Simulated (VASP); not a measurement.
# HfMoC2 (P4/mmm) in VASP: notebook

The runs below take HfMoC2 through single point, with r2SCAN+U.

Everything below comes from runs of VASP 6.6.1. Logs are shortened: lines on timing, memory, paths and dates and some standing lists are left out, and cuts for length are marked.

## Step 1: The cell of the first run

The structure is tetragonal, space group P4/mmm (No. 123). The conventional cell has a = 3.191 Å, b = 3.191 Å, c = 4.485 Å, α = 90.00°, β = 90.00°, γ = 90.00°. Within 3.0 Å of Hf (site symmetry 4/mmm) lie 6 C at 2.24 to 2.26 Å. Mo (site symmetry 4/mmm) has 6 C at 2.24 to 2.26 Å within 3.0 Å. Within 3.0 Å of C (site symmetry 4/mmm) lie 2 Mo at 2.24 Å and 4 Hf at 2.26 Å. C (site symmetry 4/mmm) has 2 Hf at 2.24 Å and 4 Mo at 2.26 Å within 3.0 Å.

## Step 2: Single point, r2SCAN+U

Input file POSCAR:

```
HfMoC2
1.0
    3.1914230000      0.0000000000      0.0000000000
    0.0000000000      3.1914230000      0.0000000000
    0.0000000000      0.0000000000      4.4851640000
Hf Mo C
1 1 2
Direct
    0.0000000000      0.0000000000      0.0000000000
    0.5000000000      0.5000000000      0.5000000000
    0.5000000000      0.5000000000      0.0000000000
    0.0000000000      0.0000000000      0.5000000000
```

Input file INCAR.step1:

```
PREC = Accurate
ENCUT = 520
ISMEAR = -1
SIGMA = 0.05
LREAL = False
LASPH = True
NELM = 150
LMAXMIX = 4
LDAU = True
LDAUTYPE = 2
LDAUL = 2 2 -1
LDAUU = 1 1 0
LDAUJ = 0 0 0
NBANDS = 24
GGA = PE
ALGO = Normal
EDIFF = 1E-4
LWAVE = True
LCHARG = False
```

Input file INCAR.step2:

```
PREC = Accurate
ENCUT = 520
EDIFF = 1E-6
ISMEAR = -1
SIGMA = 0.05
LREAL = False
LASPH = True
NELM = 150
ALGO = Normal
ISIF = 2
LWAVE = False
LCHARG = False
LMAXMIX = 4
LDAU = True
LDAUTYPE = 2
LDAUL = 2 2 -1
LDAUU = 1 1 0
LDAUJ = 0 0 0
LDAUPRINT = 1
METAGGA = R2SCAN
LMIXTAU = True
NBANDS = 24
ISTART = 1
```

Input file KPOINTS:

```
regular mesh
0
Gamma
  8 8 6
```

Potentials or basis: VASP PAW PBE potentials, release 64 (Hf_pv, Mo_sv, C).

Command:

```console
$ cat potpaw_PBE.64/Hf_pv/POTCAR potpaw_PBE.64/Mo_sv/POTCAR potpaw_PBE.64/C/POTCAR > POTCAR
$ cp INCAR.step1 INCAR
$ mpirun -np 1 vasp_std > vasp.out
$ cp INCAR.step2 INCAR
$ mpirun -np 1 vasp_std > vasp.out
```

OUTCAR:

```text
PREC = Accurate
   ENCUT = 520
   EDIFF = 1E-6
   ISMEAR = -1
   LREAL = False
   LASPH = True
   NELM = 150
   ISIF = 2
   METAGGA = R2SCAN
   ISTART = 1

 ion  position               nearest neighbor table
   1  0.000  0.000  0.000-   4 2.24   4 2.24   3 2.26   3 2.26   3 2.26   3 2.26   2 3.18   2 3.18
                             2 3.18   2 3.18   2 3.18   2 3.18   2 3.18   2 3.18
   2  0.500  0.500  0.500-   3 2.24   3 2.24   4 2.26   4 2.26   4 2.26   4 2.26   1 3.18   1 3.18
                             1 3.18   1 3.18   1 3.18   1 3.18   1 3.18   1 3.18
   3  0.500  0.500  0.000-   2 2.24   2 2.24   1 2.26   1 2.26   1 2.26   1 2.26
   4  0.000  0.000  0.500-   1 2.24   1 2.24   2 2.26   2 2.26   2 2.26   2 2.26

  LATTYP: Found a simple tetragonal cell.
 ALAT       =     3.1914230000
 C/A-ratio  =     1.4053806092

  Lattice vectors:

 A1 = (   3.1914230000,   0.0000000000,   0.0000000000)
 A2 = (   0.0000000000,   3.1914230000,   0.0000000000)
 A3 = (   0.0000000000,   0.0000000000,   4.4851640000)

Analysis of symmetry for initial positions (statically):
=====================================================================
 Subroutine PRICEL returns:
 Original cell was already a primitive cell.

 Routine SETGRP: Setting up the symmetry group for a
 simple tetragonal supercell.

 Subroutine GETGRP returns: Found 16 space group operations
 (whereof 16 operations were pure point group operations)
 out of a pool of 16 trial point group operations.

The static configuration has the point symmetry D_4h.

Analysis of symmetry for dynamics (positions and initial velocities):
=====================================================================
 Subroutine PRICEL returns:
 Original cell was already a primitive cell.

 Routine SETGRP: Setting up the symmetry group for a
 simple tetragonal supercell.

 Subroutine GETGRP returns: Found 16 space group operations
 (whereof 16 operations were pure point group operations)
 out of a pool of 16 trial point group operations.

The dynamic configuration has the point symmetry D_4h.

 Subroutine INISYM returns: Found 16 space group operations
 (whereof 16 operations are pure point group operations),
 and found     1 'primitive' translations

----------------------------------------------------------------------------------------

                                     Primitive cell

  volume of cell :      45.6822

  direct lattice vectors                    reciprocal lattice vectors
     3.191423000  0.000000000  0.000000000     0.313339849  0.000000000  0.000000000
     0.000000000  3.191423000  0.000000000     0.000000000  0.313339849  0.000000000
     0.000000000  0.000000000  4.485164000     0.000000000  0.000000000  0.222957288

  length of vectors
     3.191423000  3.191423000  4.485164000     0.313339849  0.313339849  0.222957288

  position of ions in fractional coordinates (direct lattice)
     0.000000000  0.000000000  0.000000000
     0.500000000  0.500000000  0.500000000
     0.500000000  0.500000000  0.000000000
     0.000000000  0.000000000  0.500000000

  ion indices of the primitive-cell ions
   primitive index   ion index
                 1           1
                 2           2
                 3           3
                 4           4

----------------------------------------------------------------------------------------

 KPOINTS: regular mesh

[... 99 lines left out ...]
   IVDW    =     0    specifies the selected vdW correction
   LEPSILON=     F    determine dielectric tensor
   LRPA    =     F    only Hartree local field effects (RPA)
 non-spin polarized calculation
  energy-cutoff  :      520.00
  volume of cell :       45.68
 maximum number of plane-waves:      1272
 NGX is ok and might be reduce to    24
   NGX = 11   NGY = 11   NGZ = 17

atom =   1  type =  1  l = 2

 onsite density matrix

spin component  1

  0.2468 -0.0000  0.0000  0.0000  0.0000
 -0.0000  0.1260 -0.0000  0.0000  0.0000
  0.0000 -0.0000  0.2607 -0.0000  0.0000
  0.0000  0.0000 -0.0000  0.1260  0.0000
  0.0000  0.0000  0.0000  0.0000  0.1434

spin component  2

  0.2468 -0.0000  0.0000  0.0000  0.0000
 -0.0000  0.1260 -0.0000  0.0000  0.0000
  0.0000 -0.0000  0.2607 -0.0000  0.0000
  0.0000  0.0000 -0.0000  0.1260  0.0000
  0.0000  0.0000  0.0000  0.0000  0.1434

 occupancies and eigenvectors

  o =  0.1260  v =  0.0000  0.8282  0.0000 -0.5604 -0.0000  0.0000  0.0000  0.0000  0.0000  0.0000      0.0000  0.0000  0.0000  0.0000  0.0000  0.0000  0.0000  0.0000  0.0000  0.0000
  o =  0.1260  v =  0.0000  0.0000  0.0000  0.0000  0.0000  0.0000  0.8282  0.0000 -0.5604 -0.0000      0.0000  0.0000  0.0000  0.0000  0.0000  0.0000  0.0000  0.0000  0.0000  0.0000
  o =  0.1260  v =  0.0000 -0.5604 -0.0000 -0.8282  0.0000  0.0000  0.0000  0.0000  0.0000  0.0000      0.0000  0.0000  0.0000  0.0000  0.0000  0.0000  0.0000  0.0000  0.0000  0.0000
  o =  0.1260  v =  0.0000  0.0000  0.0000  0.0000  0.0000  0.0000 -0.5604 -0.0000 -0.8282  0.0000      0.0000  0.0000  0.0000  0.0000  0.0000  0.0000  0.0000  0.0000  0.0000  0.0000
  o =  0.1434  v =  0.0000  0.0000  0.0000  0.0000  0.0000  0.0000  0.0000  0.0000 -0.0000  1.0000      0.0000  0.0000  0.0000  0.0000  0.0000  0.0000  0.0000  0.0000  0.0000  0.0000
  o =  0.1434  v =  0.0000  0.0000  0.0000 -0.0000  1.0000  0.0000  0.0000  0.0000  0.0000  0.0000      0.0000  0.0000  0.0000  0.0000  0.0000  0.0000  0.0000  0.0000  0.0000  0.0000
  o =  0.2468  v =  1.0000  0.0000  0.0000  0.0000  0.0000  0.0000  0.0000  0.0000  0.0000  0.0000      0.0000  0.0000  0.0000  0.0000  0.0000  0.0000  0.0000  0.0000  0.0000  0.0000
  o =  0.2468  v =  0.0000  0.0000  0.0000  0.0000  0.0000  1.0000  0.0000  0.0000  0.0000  0.0000      0.0000  0.0000  0.0000  0.0000  0.0000  0.0000  0.0000  0.0000  0.0000  0.0000
  o =  0.2607  v =  0.0000  0.0000 -1.0000 -0.0000  0.0000  0.0000  0.0000  0.0000  0.0000  0.0000      0.0000  0.0000  0.0000  0.0000  0.0000  0.0000  0.0000  0.0000  0.0000  0.0000
  o =  0.2607  v =  0.0000  0.0000  0.0000  0.0000  0.0000  0.0000  0.0000 -1.0000 -0.0000  0.0000      0.0000  0.0000  0.0000  0.0000  0.0000  0.0000  0.0000  0.0000  0.0000  0.0000

atom =   2  type =  2  l = 2

 onsite density matrix

spin component  1

  0.3899 -0.0000  0.0000 -0.0000  0.0000
 -0.0000  0.3997 -0.0000  0.0000  0.0000
  0.0000 -0.0000  0.3736 -0.0000  0.0000
 -0.0000  0.0000 -0.0000  0.3997 -0.0000
  0.0000  0.0000  0.0000 -0.0000  0.3417

spin component  2

  0.3899 -0.0000  0.0000 -0.0000  0.0000
 -0.0000  0.3997 -0.0000  0.0000  0.0000
  0.0000 -0.0000  0.3736 -0.0000  0.0000
 -0.0000  0.0000 -0.0000  0.3997 -0.0000
  0.0000  0.0000  0.0000 -0.0000  0.3417

 occupancies and eigenvectors

  o =  0.3417  v =  0.0000 -0.0000 -0.0000  0.0000  1.0000  0.0000  0.0000  0.0000  0.0000  0.0000      0.0000  0.0000  0.0000  0.0000  0.0000  0.0000  0.0000  0.0000  0.0000  0.0000
  o =  0.3417  v =  0.0000  0.0000  0.0000  0.0000  0.0000  0.0000 -0.0000 -0.0000  0.0000  1.0000      0.0000  0.0000  0.0000  0.0000  0.0000  0.0000  0.0000  0.0000  0.0000  0.0000
  o =  0.3736  v =  0.0000  0.0000 -1.0000 -0.0000 -0.0000  0.0000  0.0000  0.0000  0.0000  0.0000      0.0000  0.0000  0.0000  0.0000  0.0000  0.0000  0.0000  0.0000  0.0000  0.0000
  o =  0.3736  v =  0.0000  0.0000  0.0000  0.0000  0.0000  0.0000  0.0000 -1.0000 -0.0000 -0.0000      0.0000  0.0000  0.0000  0.0000  0.0000  0.0000  0.0000  0.0000  0.0000  0.0000
  o =  0.3899  v =  0.0000  0.0000  0.0000  0.0000  0.0000  1.0000  0.0000  0.0000  0.0000  0.0000      0.0000  0.0000  0.0000  0.0000  0.0000  0.0000  0.0000  0.0000  0.0000  0.0000
  o =  0.3899  v =  1.0000  0.0000  0.0000  0.0000  0.0000  0.0000  0.0000  0.0000  0.0000  0.0000      0.0000  0.0000  0.0000  0.0000  0.0000  0.0000  0.0000  0.0000  0.0000  0.0000
  o =  0.3997  v =  0.0000  0.0000  0.0000  0.0000  0.0000  0.0000 -0.1114 -0.0000  0.9938 -0.0000      0.0000  0.0000  0.0000  0.0000  0.0000  0.0000  0.0000  0.0000  0.0000  0.0000
  o =  0.3997  v =  0.0000 -0.1114 -0.0000  0.9938 -0.0000  0.0000  0.0000  0.0000  0.0000  0.0000      0.0000  0.0000  0.0000  0.0000  0.0000  0.0000  0.0000  0.0000  0.0000  0.0000
  o =  0.3997  v =  0.0000  0.9938  0.0000  0.1114  0.0000  0.0000  0.0000  0.0000  0.0000  0.0000      0.0000  0.0000  0.0000  0.0000  0.0000  0.0000  0.0000  0.0000  0.0000  0.0000
  o =  0.3997  v =  0.0000  0.0000  0.0000  0.0000  0.0000  0.0000  0.9938  0.0000  0.1114  0.0000      0.0000  0.0000  0.0000  0.0000  0.0000  0.0000  0.0000  0.0000  0.0000  0.0000

 number of electron      32.0000000 magnetization

 Free energy of the ion-electron system (eV)
  ---------------------------------------------------
  ext. energy  EPLUGINS =         0.00000000
  ---------------------------------------------------
  free energy    TOTEN  =       -91.05497729 eV

  energy without entropy =      -91.04131066  energy(sigma->0) =      -91.04814398

 E-fermi :   9.5604     XC(G=0): -13.8443

 val. band max:        9.4935110169   @ k =   0.0000   0.0000   0.0000
 cond. band min:       9.6208582115   @ k =   0.5000   0.3750   0.3333
 fundamental gap:      0.1273471946
 Fermi energy:         9.5603715404

 k-point     1 :       0.0000    0.0000    0.0000
  band No.  band energies     occupation
      1     -54.6088      2.00000
      2     -27.9326      2.00000
      3     -27.8641      2.00000
      4     -27.8641      2.00000
      5     -22.2873      2.00000
      6     -22.0097      2.00000
[... 637 lines left out ...]
     23      16.0215      0.00000
     24      17.6948      0.00000

 [... further k-points ...]

------------------------ aborting loop because EDIFF is reached ----------------------------------------

  FORCE on cell =-STRESS in cart. coord.  units (eV):
  Direction    XX          YY          ZZ          XY          YZ          ZX
  --------------------------------------------------------------------------------------
  -------------------------------------------------------------------------------------
  Total        0.3057017      0.3057017     -0.9376121      0.0000000      0.0000000      0.0000000
  in kB       10.7216448     10.7216448    -32.8841571      0.0000000      0.0000000      0.0000000
  external PRESSURE =      -3.8136225 kB  Pullay stress =       0.0000000 kB

 VOLUME and BASIS-vectors are now :
 -----------------------------------------------------------------------------
  energy-cutoff  :      520.00
  volume of cell :       45.68
      direct lattice vectors                 reciprocal lattice vectors
     3.191423000  0.000000000  0.000000000     0.313339849  0.000000000  0.000000000
     0.000000000  3.191423000  0.000000000     0.000000000  0.313339849  0.000000000
     0.000000000  0.000000000  4.485164000     0.000000000  0.000000000  0.222957288

 POSITION                                       TOTAL-FORCE (eV/Angst)
 -----------------------------------------------------------------------------------
      0.00000      0.00000      0.00000         0.000000      0.000000      0.000000
      1.59571      1.59571      2.24258         0.000000      0.000000      0.000000
      1.59571      1.59571      0.00000         0.000000      0.000000      0.000000
      0.00000      0.00000      2.24258         0.000000      0.000000      0.000000
 -----------------------------------------------------------------------------------
    total drift:                                0.000000     -0.000000     -0.000000

  FREE ENERGIE OF THE ION-ELECTRON SYSTEM (eV)
  ---------------------------------------------------
  free  energy   TOTEN  =       -91.0549772934 eV

  energy  without entropy=      -91.0413106580  energy(sigma->0) =      -91.04814398
```

It took 3.4 min on 1 thread of Intel Xeon 8259CL, shared host; peak memory 0.21 GiB.

What came out:

```
Free energy            : -91.0550 eV
Pressure               : -0.4 GPa
Band gap on the k mesh : zero (bands 16 and 17 overlap by 2.36 eV)
```

Levels at points of the mesh, in eV from the Fermi level:
```tsv
k point	band 14	band 15	band 16	band 17	band 18	band 19
(0.00, 0.00, 0.00)	-1.39	-1.39	-0.44	-0.20	-0.07	-0.07
(0.50, 0.00, 0.00)	-3.97	-3.94	-0.47	1.06	2.23	3.26
(0.50, 0.50, 0.00)	-1.48	-1.30	-1.30	-1.21	1.14	1.52
(0.00, 0.00, 0.50)	-2.44	-1.87	-1.87	-1.22	-0.33	2.09
(0.50, 0.00, 0.50)	-4.66	-4.54	1.08	1.14	1.81	4.90
(0.50, 0.50, 0.50)	-4.52	-4.49	1.04	1.04	1.53	3.41
```

Eigenvalues of the final occupation matrices:
| site | spin | trace | eigenvalues |
| --- | --- | --- | --- |
| site 1 d | 1 | 0.90 | 0.13 0.13 0.14 0.25 0.26 |
| site 1 d | 2 | 0.90 | 0.13 0.13 0.14 0.25 0.26 |
| site 2 d | 1 | 1.90 | 0.34 0.37 0.39 0.40 0.40 |
| site 2 d | 2 | 1.90 | 0.34 0.37 0.39 0.40 0.40 |

Caveat: the PAW data sets were made with another functional, which shifts forces and pressure a little; spin-orbit coupling is left out, which moves the levels of the heavy elements; U without spin polarisation on a metal has little footing; the U is typed as a test and isn't derived for this compound.

[end of part 1 of 3]
